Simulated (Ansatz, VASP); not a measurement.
# One calculation of Ta8N7, two programs

```xyz
15
Lattice="0.0000 0.0000 -5.7955 2.9502 -5.1099 0.0000 -5.9004 0.0000 0.0000" Properties=species:S:1:pos:R:3 pbc="T T T"
Ta   -1.4743   -0.8521   -1.4383
Ta   -1.4743   -0.8521   -4.3573
Ta    0.0000   -3.4057   -1.4383
Ta    0.0000   -3.4057   -4.3573
Ta   -4.4261   -0.8521   -1.4383
Ta   -4.4261   -0.8521   -4.3573
Ta   -2.9502   -3.4066   -1.4595
Ta   -2.9502   -3.4066   -4.3361
N    -2.9502    0.0000    0.0000
N    -1.4668   -2.5501   -2.8978
N    -1.4719   -2.5531    0.0000
N     0.0000   -0.0096   -2.8978
N     0.0000   -0.0037    0.0000
N     1.4668   -2.5501   -2.8978
N     1.4719   -2.5531    0.0000
```

Change from the starting cell: N vacancy (site a), charge +0, atoms relaxed at the host's cell.

Alike in both runs: functional PBE; k mesh 7 × 8 × 8; occupations gaussian, width 0.1 eV; no spin polarisation.

Ansatz relaxed the structure, and its values are those at the end. VASP's run is a single point on that final structure, the one shown.

```csv
,VASP,Ansatz
version,VASP 6.6.1,Ansatz 0.2.0
potentials or method,"VASP PAW PBE potentials, release 64 (Ta_pv, N), cutoff 520 eV","scalar-relativistic, plane waves, PAW"
valence electrons in the cell,123,139
```

Ansatz gave:

| Property | Result |
| --- | --- |
| gap on the k mesh at the Fermi level (eV) | none |
| rms of the force components (eV/Å) | 0.004 |

Question: Which values does VASP return?

Answer: gap on the k mesh at the Fermi level (eV): none; rms of the force components (eV/Å): 0.007.

A gap of «none» marks a metal or a gap that the smearing closes. With one functional, cell and mesh, what is left measures potentials, basis and numerics. VASP's potentials hold 123 valence electrons a cell and Ansatz's 139, so a difference there can come from the potentials and not from the codes.

Neither program's run includes spin-orbit coupling.
